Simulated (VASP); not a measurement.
Al2O3: relaxation of cell and atoms with BLYP+D3(BJ)

The system is Al2O3.

```
Al O
1.0
     2.88433    0.00000    0.00000
    -1.44216    2.49790    0.00000
     0.00000    0.00000    9.33675
Al O
2 3
Direct
  0.00000 0.00000 0.14999
  0.00000 0.00000 0.85001
  0.33333 0.66667 0.22232
  0.66667 0.33333 0.00000
  0.33333 0.66667 0.77768
```

```json
{
 "Program": "VASP 6.6.1",
 "Task": "relaxation of cell and atoms",
 "Functional": "BLYP",
 "Dispersion": "D3(BJ)",
 "Potentials or basis": "VASP PAW PBE potentials, release 64 (Al, O)",
 "Cutoff": "700 eV",
 "k mesh": "4 × 4 × 2, shifted",
 "Occupations": "gaussian, width 0.01 eV",
 "Spin": "no spin polarisation",
 "Dipole correction": "no",
 "Further INCAR settings": "ALGO = Normal; EDIFF = 1e-07; ISYM = -1; IBRION = 2; EDIFFG = -0.01; NSW = 100; ISIF = 3"
}
```

```yaml
Relaxed_volume: 10.27 Å³/atom
Relaxed_cell: a = 2.839 Å, b = 2.839 Å, c = 7.106 Å, α = 90.00°, β = 90.00°, γ = 116.29°
Space_group_after_relaxing_to_0.1_Å: Amm2 (No. 38)
Energy_gained_by_relaxing: 46.5 meV/atom
Ionic_steps: 56
Pressure_after_relaxing: 0.0 GPa
Largest_force_after_relaxing: 0.009 eV/Å
Band_gap_on_the_k_mesh: 6.14 eV (least direct gap 6.25 eV)
Dispersion_energy_per_atom: -0.420 eV
```

Forces in eV/Å, atoms in the order of the input:
```
Al   0.000  0.000 -0.001
Al   0.000  0.000  0.001
O    0.004 -0.002 -0.001
O   -0.008  0.005  0.000
O    0.004 -0.002  0.001
```

Stress tensor (GPa, compression positive):
```
 0.06 -0.02  0.00
-0.02  0.03  0.00
 0.00  0.00 -0.10
```

The path:
```
step  energy change (eV)  largest force (eV/Å)  pressure (GPa)  volume (Å³)
   1              0.0000                0.1086           -1.62        67.27
   3             -0.0037                0.0753           -0.11        66.63
   5             -0.0045                0.1008            0.01        66.41
   7             -0.0084                0.1113            0.02        65.88
   9             -0.0168                0.4291            0.17        63.48
  11             -0.0179                0.4284            0.14        63.39
  13             -0.0228                0.4241            0.01        62.94
  15             -0.0438                0.4160           -0.37        61.15
  17             -0.1182                0.6367            0.83        53.83
  19              0.1246                1.5006            6.78        53.58
  21              0.2039                1.8894            8.80        52.20
  23              0.2446                2.1207            9.96        51.16
  25              0.2551                2.1842           10.29        50.84
  27              0.2527                2.2238           10.37        50.44
  29              0.2538                2.2435           10.45        50.28
  31              0.2455                2.2085           10.31        50.30
  33              0.2094                2.0526            9.68        50.36
  35              0.0840                1.4544            7.26        50.62
  37             -0.1405                0.6818           -0.85        51.65
  39             -0.1586                0.5751           -1.26        51.67
  41             -0.2144                0.4849           -1.14        51.24
  43             -0.2235                0.2188           -0.37        51.16
  45             -0.2285                0.0780            0.54        50.98
  47             -0.2302                0.0519            0.04        51.12
  49             -0.2306                0.0477            0.02        51.16
  51             -0.2321                0.0556           -0.03        51.35
  53             -0.2323                0.0193           -0.08        51.36
  55             -0.2324                0.0175            0.09        51.33
  56             -0.2324                0.0094            0.00        51.35
```

Final structure:
```yaml
crystal:
  lattice:
    - [2.83773, 0.09181, 0.00000]
    - [-1.33936, 2.50345, 0.00000]
    - [0.00000, 0.00000, 7.10572]
  atoms:
    - { symbol: Al, position: [0.98205, 0.01795, 0.19955] }
    - { symbol: Al, position: [0.98205, 0.01795, 0.80045] }
    - { symbol: O, position: [0.32841, 0.67159, 0.29198] }
    - { symbol: O, position: [0.71242, 0.28758, 0.00000] }
    - { symbol: O, position: [0.32841, 0.67159, 0.70802] }
```

Levels at points of the mesh, in eV from the valence-band top:
```csv
k point,band 10,band 11,band 12,band 13,band 14,band 15
"(0.12, 0.12, 0.25)",-1.07,-0.62,-0.03,7.04,8.59,9.99
```

Wall time 19 min on 1 thread of Intel(R) Xeon(R) 6975P-C (Granite Rapids), on a shared host, peak memory 0.27 GiB.

Caveat: the volume moved by over 15 % at a fixed basis, so the end points are rough; the PAW data sets were made with another functional, which shifts forces and pressure a little; a shifted mesh leaves out Γ, where band edges can lie. A k mesh can miss the band edges.
